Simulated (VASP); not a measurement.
# ZrC in VASP: a series of runs

The runs below take ZrC through single point, with PBEsol, PBE.

Everything below comes from runs of VASP 6.6.1. Logs are shortened: lines on timing, memory, paths and dates and some standing lists are left out, and cuts for length are marked.

**1. The cell of the first run**

It takes space group Fm-3m (No. 225, cubic). The conventional cell has a = 4.773 Å, b = 4.773 Å, c = 4.773 Å, α = 90.00°, β = 90.00°, γ = 90.00°. Within 3.2 Å of Zr (site symmetry m-3m) lie 6 C at 2.39 Å. C (site symmetry m-3m) has 6 Zr at 2.39 Å within 3.2 Å.

**2. Single point, PBEsol (functional PBEsol, strained)**

File INCAR:

```
PREC = Accurate ; ENCUT = 520
EDIFF = 1E-6 ; ISMEAR = 0
SIGMA = 0.1 ; LREAL = F
LASPH = T ; NELM = 100
ALGO = Normal ; ISIF = 2
LWAVE = F ; LCHARG = T
GGA = PS ; LELF = T
LVHAR = T ; NBANDS = 15
```

File KPOINTS:

```
regular mesh
0
Gamma
  16 16 16
```

File POSCAR:

```
ZrC
1.0
    0.0000000000      2.3866617571      2.3866617571
    2.3866617571      0.0000000000      2.3866617571
    2.3866617571      2.3866617571      0.0000000000
Zr C
1 1
Direct
    0.5000000000      0.5000000000      0.5000000000
    0.0000000000      0.0000000000      0.0000000000
```

Potentials or basis: VASP PAW PBE potentials, release 64 (Zr_sv, C).

Started as:

```sh
> cat potpaw_PBE.64/Zr_sv/POTCAR potpaw_PBE.64/C/POTCAR > POTCAR
> mpirun -np 1 vasp_std > vasp.out
```

OUTCAR:

```text
PREC = Accurate
   ENCUT = 520
   EDIFF = 1E-6
   ISMEAR = 0
   LREAL = F
   LASPH = T
   NELM = 100
   ISIF = 2
   GGA = PS

 ion  position               nearest neighbor table
   1  0.500  0.500  0.500-   2 2.39   2 2.39   2 2.39   2 2.39   2 2.39   2 2.39
   2  0.000  0.000  0.000-   1 2.39   1 2.39   1 2.39   1 2.39   1 2.39   1 2.39

  LATTYP: Found a face centered cubic cell.
 ALAT       =     4.7733235142

  Lattice vectors:

 A1 = (   0.0000000000,   2.3866617571,   2.3866617571)
 A2 = (   2.3866617571,   0.0000000000,   2.3866617571)
 A3 = (   2.3866617571,   2.3866617571,   0.0000000000)

Analysis of symmetry for initial positions (statically):
=====================================================================
 Subroutine PRICEL returns:
 Original cell was already a primitive cell.

 Routine SETGRP: Setting up the symmetry group for a
 face centered cubic supercell.

 Subroutine GETGRP returns: Found 48 space group operations
 (whereof 48 operations were pure point group operations)
 out of a pool of 48 trial point group operations.

The static configuration has the point symmetry O_h .

Analysis of symmetry for dynamics (positions and initial velocities):
=====================================================================
 Subroutine PRICEL returns:
 Original cell was already a primitive cell.

 Routine SETGRP: Setting up the symmetry group for a
 face centered cubic supercell.

 Subroutine GETGRP returns: Found 48 space group operations
 (whereof 48 operations were pure point group operations)
 out of a pool of 48 trial point group operations.

The dynamic configuration has the point symmetry O_h .

 Subroutine INISYM returns: Found 48 space group operations
 (whereof 48 operations are pure point group operations),
 and found     1 'primitive' translations

----------------------------------------------------------------------------------------

                                     Primitive cell

  volume of cell :      27.1896

  direct lattice vectors                    reciprocal lattice vectors
     0.000000000  2.386661757  2.386661757    -0.209497638  0.209497638  0.209497638
     2.386661757  0.000000000  2.386661757     0.209497638 -0.209497638  0.209497638
     2.386661757  2.386661757  0.000000000     0.209497638  0.209497638 -0.209497638

  length of vectors
     3.375249426  3.375249426  3.375249426     0.362860552  0.362860552  0.362860552

  position of ions in fractional coordinates (direct lattice)
     0.500000000  0.500000000  0.500000000
     0.000000000  0.000000000  0.000000000
[... 89 lines left out ...]
   NUPDOWN=      -1.0000    fix difference up-down
   EMIN   =  10.00;   EMAX   =-10.00  energy-range for DOS
   EFERMI =   0.00;   METHOD = LEGACY
   ISMEAR =     0;   SIGMA  =   0.10  broadening in eV -4-tet -1-fermi 0-gaus
   EFERMI_NEDOS =   21; number of points for ismear=-14 and -15
   IALGO  =     38    algorithm
   IMIX   =      4    mixing-type and parameters
     AMIX     =   0.40;   BMIX     =  1.00
     AMIX_MAG =   1.60;   BMIX_MAG =  1.00
  volume/ion in A,a.u.               =      13.59        91.74
  Fermi-wavevector in a.u.,A,eV,Ry     =   1.371873  2.592464 25.606653  1.882036
  Thomas-Fermi vector in A             =   2.497531
   LORBIT       =      0    0 simple, 1 ext, 2 COOP (PROOUT), +10 PAW based schemes
   GGA     = PS    functional components
   LHFCALC =     F    Hartree Fock is set to
   AEXX    =    0.0000 exact exchange contribution
   IVDW    =     0    specifies the selected vdW correction
   LEPSILON=     F    determine dielectric tensor
   LRPA    =     F    only Hartree local field effects (RPA)
 non-spin polarized calculation
 Gauss-broadening in eV      SIGMA  =   0.10
  energy-cutoff  :      520.00
  volume of cell :       27.19
 maximum number of plane-waves:       754
 NGX is ok and might be reduce to    28
   NGX = 13   NGY = 13   NGZ = 13

 number of electron      16.0000000 magnetization

 Free energy of the ion-electron system (eV)
  ---------------------------------------------------
  ext. energy  EPLUGINS =         0.00000000
  ---------------------------------------------------
  free energy    TOTEN  =       -20.49925581 eV

  energy without entropy =      -20.49714999  energy(sigma->0) =      -20.49820290

 E-fermi :   8.9563     XC(G=0): -12.0541

 val. band max:        8.9505101327   @ k =   0.3125   0.2500   0.0000
 cond. band min:       8.9960943125   @ k =   0.5000   0.5000   0.0000
 fundamental gap:      0.0455841798
 Fermi energy:         8.9562620033

 k-point     1 :       0.0000    0.0000    0.0000
  band No.  band energies     occupation
      1     -39.1834      2.00000
      2     -16.9511      2.00000
      3     -16.9511      2.00000
      4     -16.9511      2.00000
      5      -2.1454      2.00000
      6       9.9102      0.00000
      7       9.9102      0.00000
      8       9.9102      0.00000
      9      10.0100      0.00000
     10      10.0100      0.00000
     11      10.0100      0.00000
     12      11.6438      0.00000
     13      11.6438      0.00000
     14      15.7443      0.00000
[... 401 lines left out ...]
      2     -17.0222      2.00000
      3     -16.9702      2.00000
      4     -16.9528      2.00000
      5      -1.9269      2.00000
      6       8.6022      2.00000
      7       8.8282      1.92980
      8       8.9469      1.10512
      9      10.1462      0.00000
     10      10.7459      0.00000
     11      10.8556      0.00000
     12      12.2401      0.00000
     13      13.0720      0.00000
     14      16.2621      0.00000
     15      19.8612      0.00000

 [... further k-points ...]

------------------------ aborting loop because EDIFF is reached ----------------------------------------

  FORCE on cell =-STRESS in cart. coord.  units (eV):
  Direction    XX          YY          ZZ          XY          YZ          ZX
  --------------------------------------------------------------------------------------
  -------------------------------------------------------------------------------------
  Total       -2.2741361     -2.2741361     -2.2741361     -0.0000000     -0.0000000      0.0000000
  in kB     -134.0060537   -134.0060537   -134.0060537     -0.0000000     -0.0000000      0.0000000
  external PRESSURE =    -134.0060537 kB  Pullay stress =       0.0000000 kB

 VOLUME and BASIS-vectors are now :
 -----------------------------------------------------------------------------
  energy-cutoff  :      520.00
  volume of cell :       27.19
      direct lattice vectors                 reciprocal lattice vectors
     0.000000000  2.386661757  2.386661757    -0.209497638  0.209497638  0.209497638
     2.386661757  0.000000000  2.386661757     0.209497638 -0.209497638  0.209497638
     2.386661757  2.386661757  0.000000000     0.209497638  0.209497638 -0.209497638

 POSITION                                       TOTAL-FORCE (eV/Angst)
 -----------------------------------------------------------------------------------
      2.38666      2.38666      2.38666         0.000000     -0.000000      0.000000
      0.00000      0.00000      0.00000        -0.000000      0.000000     -0.000000
 -----------------------------------------------------------------------------------
    total drift:                                0.000000      0.000000      0.000000

  FREE ENERGIE OF THE ION-ELECTRON SYSTEM (eV)
  ---------------------------------------------------
  free  energy   TOTEN  =       -20.4992558090 eV

  energy  without entropy=      -20.4971499923  energy(sigma->0) =      -20.49820290
```

OSZICAR:

```text
N       E                     dE             d eps       ncg     rms          rms(c)
DAV:   1     0.970885342100E+02    0.97089E+02   -0.85018E+03  4358   0.107E+03
DAV:   2    -0.175639714555E+02   -0.11465E+03   -0.10734E+03  5596   0.285E+02
DAV:   3    -0.235995473587E+02   -0.60356E+01   -0.59897E+01  7056   0.548E+01
DAV:   4    -0.237918358539E+02   -0.19229E+00   -0.19220E+00  5453   0.646E+00
DAV:   5    -0.237935994797E+02   -0.17636E-02   -0.17636E-02  5743   0.596E-01    0.190E+01
DAV:   6    -0.206689502173E+02    0.31246E+01   -0.58846E+00  5131   0.217E+01    0.684E+00
DAV:   7    -0.205300868848E+02    0.13886E+00   -0.58136E-01  5079   0.572E+00    0.574E+00
DAV:   8    -0.205323412493E+02   -0.22544E-02   -0.35438E-01  5225   0.440E+00    0.413E+00
DAV:   9    -0.204994603517E+02    0.32881E-01   -0.64083E-02  4826   0.176E+00    0.496E-01
DAV:  10    -0.204992661275E+02    0.19422E-03   -0.33340E-03  5754   0.523E-01    0.373E-02
DAV:  11    -0.204992608417E+02    0.52858E-05   -0.10493E-04  5099   0.996E-02    0.436E-02
DAV:  12    -0.204992563757E+02    0.44660E-05   -0.48394E-06  5464   0.185E-02    0.134E-02
DAV:  13    -0.204992558090E+02    0.56667E-06   -0.25300E-06  5344   0.104E-02
   1 F= -.20499256E+02 E0= -.20498203E+02  d E =-.210582E-02
```

stdout:

```text
POSCAR found type information on POSCAR ZrC
 POSCAR found :  2 types and       2 ions
 scaLAPACK will be used
 -----------------------------------------------------------------------------
|                                                                             |
|                                                                             |
|     You enforced a specific xc type in the INCAR file but a different       |
|     I HOPE YOU KNOW WHAT YOU ARE DOING!                                     |
|                                                                             |
 -----------------------------------------------------------------------------

 LDA part: xc-table for (Slater+PW92), standard interpolation
 POSCAR, INCAR and KPOINTS ok, starting setup
 FFT: planning ... GRIDC
 FFT: planning ... GRID_SOFT
 FFT: planning ... GRID
 WAVECAR not read
 entering main loop
```

Wall time 43 s (1 thread of Intel Xeon 6975P-C, shared host); peak memory 0.2 GiB.

Results:

```
Free energy            : -20.4993 eV
Pressure               : -13.4 GPa
Band gap on the k mesh : zero (band 8 reaches 9.91 eV, above the bottom of band 9 at 8.61 eV)
```

Levels at points of the mesh, in eV from the Fermi level:
```tsv
k point	band 6	band 7	band 8	band 9	band 10	band 11
(0.00, 0.00, 0.00)	0.95	0.95	0.95	1.05	1.05	1.05
(0.50, 0.00, 0.00)	-5.14	-2.78	-2.78	4.27	4.27	5.06
(0.50, 0.50, 0.00)	-2.11	-1.66	0.04	0.04	4.24	5.36
```

Caveat: the cell differs from its parent crystal (functional PBEsol, strained); the PAW data sets were made with another functional, which shifts forces and pressure a little.

**3. Single point, PBE (strained)**

File INCAR:

```
PREC = Accurate
ENCUT = 520
EDIFF = 1E-7
ISMEAR = 0
SIGMA = 0.1
LREAL = F
LASPH = T
NELM = 80
ALGO = Normal
ISIF = 2
LWAVE = F
LCHARG = F
GGA = PE
NBANDS = 15
```

KPOINTS is that of step 2.

File POSCAR:

```
ZrC
1.0
    0.0000000000      2.4218679029      2.4218679029
    2.4218679029      0.0000000000      2.4218679029
    2.4218679029      2.4218679029      0.0000000000
Zr C
1 1
Direct
    0.5000000000      0.5000000000      0.5000000000
    0.0000000000      0.0000000000      0.0000000000
```

Potentials or basis: VASP PAW PBE potentials, release 64 (Zr_sv, C).

Started as:

```sh
> cat potpaw_PBE.64/Zr_sv/POTCAR potpaw_PBE.64/C/POTCAR > POTCAR
> mpirun -np 1 vasp_std > vasp.out
```

OUTCAR:

```text
PREC = Accurate
   ENCUT = 520
   EDIFF = 1E-7
   ISMEAR = 0
   LREAL = F
   LASPH = T
   NELM = 80
   ISIF = 2
   GGA = PE

 ion  position               nearest neighbor table
   1  0.500  0.500  0.500-   2 2.42   2 2.42   2 2.42   2 2.42   2 2.42   2 2.42
   2  0.000  0.000  0.000-   1 2.42   1 2.42   1 2.42   1 2.42   1 2.42   1 2.42

  LATTYP: Found a face centered cubic cell.
 ALAT       =     4.8437358058

  Lattice vectors:

 A1 = (   0.0000000000,   2.4218679029,   2.4218679029)
 A2 = (   2.4218679029,   0.0000000000,   2.4218679029)
 A3 = (   2.4218679029,   2.4218679029,   0.0000000000)

Analysis of symmetry for initial positions (statically):
=====================================================================
 Subroutine PRICEL returns:
 Original cell was already a primitive cell.

 Routine SETGRP: Setting up the symmetry group for a
 face centered cubic supercell.

 Subroutine GETGRP returns: Found 48 space group operations
 (whereof 48 operations were pure point group operations)
 out of a pool of 48 trial point group operations.

The static configuration has the point symmetry O_h .

Analysis of symmetry for dynamics (positions and initial velocities):
=====================================================================
 Subroutine PRICEL returns:
 Original cell was already a primitive cell.

 Routine SETGRP: Setting up the symmetry group for a
 face centered cubic supercell.

 Subroutine GETGRP returns: Found 48 space group operations
 (whereof 48 operations were pure point group operations)
 out of a pool of 48 trial point group operations.

The dynamic configuration has the point symmetry O_h .

 Subroutine INISYM returns: Found 48 space group operations
 (whereof 48 operations are pure point group operations),
 and found     1 'primitive' translations

----------------------------------------------------------------------------------------

                                     Primitive cell

  volume of cell :      28.4107

  direct lattice vectors                    reciprocal lattice vectors
[... 119 lines left out ...]
 Gauss-broadening in eV      SIGMA  =   0.10
  energy-cutoff  :      520.00
  volume of cell :       28.41
 maximum number of plane-waves:       778
 NGX is ok and might be reduce to    28
   NGX = 13   NGY = 13   NGZ = 13

 number of electron      16.0000000 magnetization

 Free energy of the ion-electron system (eV)
  ---------------------------------------------------
  ext. energy  EPLUGINS =         0.00000000
  ---------------------------------------------------
  free energy    TOTEN  =       -19.34373348 eV

  energy without entropy =      -19.34153672  energy(sigma->0) =      -19.34263510

 E-fermi :   8.6053     XC(G=0): -11.6945

 val. band max:        8.5924673108   @ k =   0.5000   0.5000   0.0000
 cond. band min:       8.6211929298   @ k =  -0.0625   0.0625   0.0000
 fundamental gap:      0.0287256190
 Fermi energy:         8.6052706318

 k-point     1 :       0.0000    0.0000    0.0000
  band No.  band energies     occupation
      1     -39.8536      2.00000
      2     -17.6105      2.00000
      3     -17.6105      2.00000
      4     -17.6105      2.00000
      5      -2.3684      2.00000
      6       9.5213      0.00000
      7       9.5213      0.00000
      8       9.5213      0.00000
      9       9.6604      0.00000
     10       9.6604      0.00000
     11       9.6604      0.00000
     12      11.1603      0.00000
     13      11.1603      0.00000
     14      14.9242      0.00000
[... 401 lines left out ...]
      2     -17.6690      2.00000
      3     -17.6264      2.00000
      4     -17.6121      2.00000
      5      -2.1677      2.00000
      6       8.2657      2.00000
      7       8.4892      1.89921
      8       8.6212      0.82184
      9       9.7888      0.00000
     10      10.3431      0.00000
     11      10.4500      0.00000
     12      11.7202      0.00000
     13      12.5180      0.00000
     14      15.4511      0.00000
     15      19.4476      0.00000

 [... further k-points ...]

------------------------ aborting loop because EDIFF is reached ----------------------------------------

  FORCE on cell =-STRESS in cart. coord.  units (eV):
  Direction    XX          YY          ZZ          XY          YZ          ZX
  --------------------------------------------------------------------------------------
  -------------------------------------------------------------------------------------
  Total       -2.7784288     -2.7784288     -2.7784288     -0.0000000     -0.0000000      0.0000000
  in kB     -156.6853922   -156.6853922   -156.6853922     -0.0000000     -0.0000000      0.0000000
  external PRESSURE =    -156.6853922 kB  Pullay stress =       0.0000000 kB

 VOLUME and BASIS-vectors are now :
 -----------------------------------------------------------------------------
  energy-cutoff  :      520.00
  volume of cell :       28.41
      direct lattice vectors                 reciprocal lattice vectors
     0.000000000  2.421867903  2.421867903    -0.206452218  0.206452218  0.206452218
     2.421867903  0.000000000  2.421867903     0.206452218 -0.206452218  0.206452218
     2.421867903  2.421867903  0.000000000     0.206452218  0.206452218 -0.206452218

 POSITION                                       TOTAL-FORCE (eV/Angst)
 -----------------------------------------------------------------------------------
      2.42187      2.42187      2.42187         0.000000     -0.000000      0.000000
      0.00000      0.00000      0.00000        -0.000000      0.000000     -0.000000
 -----------------------------------------------------------------------------------
    total drift:                                0.000000      0.000000      0.000000

  FREE ENERGIE OF THE ION-ELECTRON SYSTEM (eV)
  ---------------------------------------------------
  free  energy   TOTEN  =       -19.3437334772 eV

  energy  without entropy=      -19.3415367160  energy(sigma->0) =      -19.34263510
```

Run time: 52 s. Hardware: 1 thread of Intel Xeon 6975P-C, shared host; peak memory 0.2 GiB.

Results:

```
Free energy            : -19.3437 eV
Pressure               : -15.7 GPa
Band gap on the k mesh : zero (band 8 reaches 9.52 eV, above the bottom of band 9 at 8.26 eV)
```

Caveat: the cell differs from its parent crystal (strained).

**4. Single point, PBE (strained)**

File INCAR:

```
  PREC = Accurate
  ENCUT = 520
  EDIFF = 1E-6
  ISMEAR = 0
  SIGMA = 0.1
  LREAL = F
  LASPH = T
  NELM = 100
  ALGO = Normal
  ISIF = 2
  LWAVE = F
  LCHARG = F
  GGA = PE
  NBANDS = 15
```

File KPOINTS:

```
regular mesh
0
Gamma
  14 14 14
```

File POSCAR:

```
ZrC
1.0
    0.0000000000      2.2704203705      2.4114329705
    2.2704203705      0.0000000000      2.4114329705
    2.2704203705      2.2704203705      0.0000000000
Zr C
1 1
Direct
    0.5000000000      0.5000000000      0.5000000000
    0.0000000000      0.0000000000      0.0000000000
```

Started as:

```sh
> cat potpaw_PBE.64/Zr_sv/POTCAR potpaw_PBE.64/C/POTCAR > POTCAR
> mpirun -np 1 vasp_std > vasp.out
```

It took 58 s on 1 thread of Intel Xeon 6975P-C, shared host; peak memory 0.22 GiB.

It converged, with:

```
Free energy            : -19.3359 eV
Pressure               : 13.9 GPa
Band gap on the k mesh : zero (band 8 reaches 11.18 eV, above the bottom of band 9 at 9.74 eV)
```

Stress tensor (GPa, compression positive):
```
22.21  0.00  0.00
 0.00 22.21  0.00
 0.00  0.00 -2.82
```

Levels at points of the mesh, in eV from the Fermi level:
| k point | band 4 | band 5 | band 6 | band 7 | band 8 | band 9 | band 10 | band 11 | band 12 | band 13 |
| --- | --- | --- | --- | --- | --- | --- | --- | --- | --- | --- |
| (0.00, 0.00, 0.00) | -25.62 | -11.49 | 0.67 | 0.69 | 1.03 | 1.03 | 1.31 | 1.31 | 2.36 | 3.27 |
| (0.50, 0.00, 0.00) | -25.67 | -8.17 | -5.50 | -3.20 | -3.09 | 4.54 | 4.92 | 5.66 | 6.65 | 9.86 |
| (0.50, 0.50, 0.00) | -25.89 | -10.39 | -2.45 | -1.86 | 0.30 | 0.30 | 4.65 | 5.92 | 5.92 | 8.09 |
| (0.50, 0.00, 0.50) | -25.97 | -10.38 | -1.95 | -1.76 | -0.18 | 0.15 | 4.57 | 5.57 | 6.31 | 8.83 |

Caveat: the cell differs from its parent crystal (strained).

**5. The runs side by side**

| level | cell | k mesh | gap on the mesh (eV) | pressure (GPa) |
| --- | --- | --- | --- | --- |
| PBEsol | a = 3.375 Å, angles 60.0°, 2 atoms | 16 × 16 × 16 | none | -13.4 |
| PBE | a = 3.425 Å, angles 60.0°, 2 atoms | 16 × 16 × 16 | none | -15.7 |
| PBE | a = 3.312, b = 3.312, c = 3.211 Å, angles 61.0, 61.0, 58.0°, 2 atoms | 14 × 14 × 14 | none | 13.9 |

Alike in all rows: task single point; potentials or basis VASP PAW PBE potentials, release 64 (Zr_sv, C); no spin polarisation; cutoff (eV) 520; smearing gaussian 0.1 eV.

Caveats: the PAW data sets were made with another functional, which shifts forces and pressure a little (some runs).

Total energies depend on the potentials used, so only differences within one code and one set of settings carry meaning.
